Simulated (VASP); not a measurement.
# BN (P3m1) in VASP: a series of runs, part 2 of 2

VASP 6.6.1. The steps go on from the part before.

## (3) Single point, r2SCAN (atoms displaced along a vibrational mode)

Input file POSCAR:

```
BN
1.0
    2.5439665234      0.0000000000      0.0000000000
   -1.2719832617      2.2031396356      0.0000000000
    0.0000000000      0.0000000000      4.2077449346
B N
2 2
Direct
    0.6666666667      0.3333333333      1.0121322696
    0.3333333333      0.6666666667      0.4874669122
    0.6666666667      0.3333333333      0.6073761348
    0.3333333333      0.6666666667      0.1430246834
```

Input file INCAR.step1:

```
PREC = Accurate
ENCUT = 520
ISMEAR = 0
SIGMA = 0.05
LREAL = False
LASPH = True
NELM = 80
NBANDS = 16
GGA = PE
ALGO = Normal
EDIFF = 1E-4
LWAVE = True
LCHARG = False
```

Input file INCAR.step2:

```
PREC = Accurate
ENCUT = 520
EDIFF = 1E-6
ISMEAR = 0
SIGMA = 0.05
LREAL = False
LASPH = True
NELM = 80
ALGO = Normal
ISIF = 2
LWAVE = False
LCHARG = True
METAGGA = R2SCAN
LMIXTAU = True
LELF = True
LVHAR = True
NBANDS = 16
ISTART = 1
```

Input file KPOINTS:

```
regular mesh
0
Gamma
  12 12 6
```

Potentials or basis: VASP PAW PBE potentials, release 64 (B, N).

Started as:

```
$ cat potpaw_PBE.64/B/POTCAR potpaw_PBE.64/N/POTCAR > POTCAR
$ cp INCAR.step1 INCAR
$ mpirun -np 1 vasp_std > vasp.out
$ cp INCAR.step2 INCAR
$ mpirun -np 1 vasp_std > vasp.out
```

OUTCAR:

```text
PREC = Accurate
   ENCUT = 520
   EDIFF = 1E-6
   ISMEAR = 0
   LREAL = False
   LASPH = True
   NELM = 80
   ISIF = 2
   METAGGA = R2SCAN
   ISTART = 1

 ion  position               nearest neighbor table
   1  0.667  0.333  0.012-   4 1.57   4 1.57   4 1.57   3 1.70
   2  0.333  0.667  0.487-   4 1.45   3 1.55   3 1.55   3 1.55
   3  0.667  0.333  0.607-   2 1.55   2 1.55   2 1.55   1 1.70
   4  0.333  0.667  0.143-   2 1.45   1 1.57   1 1.57   1 1.57

  LATTYP: Found a hexagonal cell.
 ALAT       =     2.5439665234
 C/A-ratio  =     1.6540095539

  Lattice vectors:

 A1 = (   2.5439665234,   0.0000000000,   0.0000000000)
 A2 = (  -1.2719832617,   2.2031396356,   0.0000000000)
 A3 = (   0.0000000000,   0.0000000000,   4.2077449346)

Analysis of symmetry for initial positions (statically):
=====================================================================
 Subroutine PRICEL returns:
 Original cell was already a primitive cell.

[... 168 lines left out ...]
  ext. energy  EPLUGINS =         0.00000000
  ---------------------------------------------------
  free energy    TOTEN  =       -37.87661186 eV

  energy without entropy =      -37.87661186  energy(sigma->0) =      -37.87661186

 E-fermi :   7.7722     XC(G=0): -13.6340

 val. band max:        7.4868435111   @ k =   0.0000   0.0000   0.0000
 cond. band min:      13.1129223329   @ k =   0.3333   0.3333   0.0000
 fundamental gap:      5.6260788218
 Fermi energy:         7.7722485806

 k-point     1 :       0.0000    0.0000    0.0000
  band No.  band energies     occupation
      1     -14.2464      2.00000
      2      -9.7544      2.00000
      3      -3.9283      2.00000
      4       5.0471      2.00000
      5       5.0471      2.00000
      6       7.0811      2.00000
[... 433 lines left out ...]
      3      -2.5451      2.00000
      4       2.6907      2.00000
      5       4.1955      2.00000
      6       5.0075      2.00000
[... 8 lines left out ...]
     15      21.6758      0.00000
     16      24.5376      0.00000

 [... further k-points ...]
[... 5 lines left out ...]
  --------------------------------------------------------------------------------------
  -------------------------------------------------------------------------------------
  Total        0.2725659      0.2725659      2.4127242     -0.0000000      0.0000000     -0.0000000
  in kB       18.5173665     18.5173665    163.9137722     -0.0000000      0.0000000     -0.0000000
  external PRESSURE =      66.9828351 kB  Pullay stress =       0.0000000 kB

 VOLUME and BASIS-vectors are now :
 -----------------------------------------------------------------------------
  energy-cutoff  :      520.00
  volume of cell :       23.58
      direct lattice vectors                 reciprocal lattice vectors
     2.543966523  0.000000000  0.000000000     0.393086934  0.226948847  0.000000000
    -1.271983262  2.203139636  0.000000000     0.000000000  0.453897694  0.000000000
     0.000000000  0.000000000  4.207744935     0.000000000  0.000000000  0.237656991

 POSITION                                       TOTAL-FORCE (eV/Angst)
 -----------------------------------------------------------------------------------
      1.27198      0.73438      0.05105        -0.000000      0.000000     -1.439619
     -0.00000      1.46876      2.05114        -0.000000      0.000000      2.840543
      1.27198      0.73438      2.55568         0.000000     -0.000000      3.152046
     -0.00000      1.46876      0.60181        -0.000000      0.000000     -4.552969
 -----------------------------------------------------------------------------------
    total drift:                               -0.000000      0.000000      0.000027

  FREE ENERGIE OF THE ION-ELECTRON SYSTEM (eV)
  ---------------------------------------------------
  free  energy   TOTEN  =       -37.8766118561 eV

  energy  without entropy=      -37.8766118561  energy(sigma->0) =      -37.87661186
```

OUTCAR.step1:

```text
PREC = Accurate
   ENCUT = 520
   ISMEAR = 0
   LREAL = False
   LASPH = True
[... 685 lines left out ...]
      1.27198      0.73438      0.05105         0.000000     -0.000000     -1.441336
     -0.00000      1.46876      2.05114         0.000000     -0.000000      2.838488
      1.27198      0.73438      2.55568        -0.000000      0.000000      3.065889
     -0.00000      1.46876      0.60181        -0.000000      0.000000     -4.463040
 -----------------------------------------------------------------------------------
    total drift:                               -0.000000      0.000000      0.001035

  FREE ENERGIE OF THE ION-ELECTRON SYSTEM (eV)
  ---------------------------------------------------
  free  energy   TOTEN  =       -34.4444309783 eV

  energy  without entropy=      -34.4444309783  energy(sigma->0) =      -34.44443098
```

Wall time 2.6 min (1 thread of Intel Xeon 8259CL, shared host); peak memory 0.16 GiB.

Results:

| Item | Value |
| --- | --- |
| Free energy | -37.8766 eV |
| Pressure | 6.7 GPa |
| Largest force | 4.553 eV/Å |
| Band gap on the k mesh | 5.63 eV (least direct gap 8.75 eV) |

Forces in eV/Å, atoms in the order of the input:
```
B    0.000  0.000 -1.440
B    0.000  0.000  2.841
N    0.000  0.000  3.152
N    0.000  0.000 -4.553
```

Stress tensor (GPa, compression positive):
```
 1.85  0.00  0.00
 0.00  1.85  0.00
 0.00  0.00 16.39
```

Caveat: the cell differs from its parent crystal (atoms displaced along a vibrational mode); the cell stands under pressure; the PAW data sets were made with another functional, which shifts forces and pressure a little. A k mesh can miss the band edges.
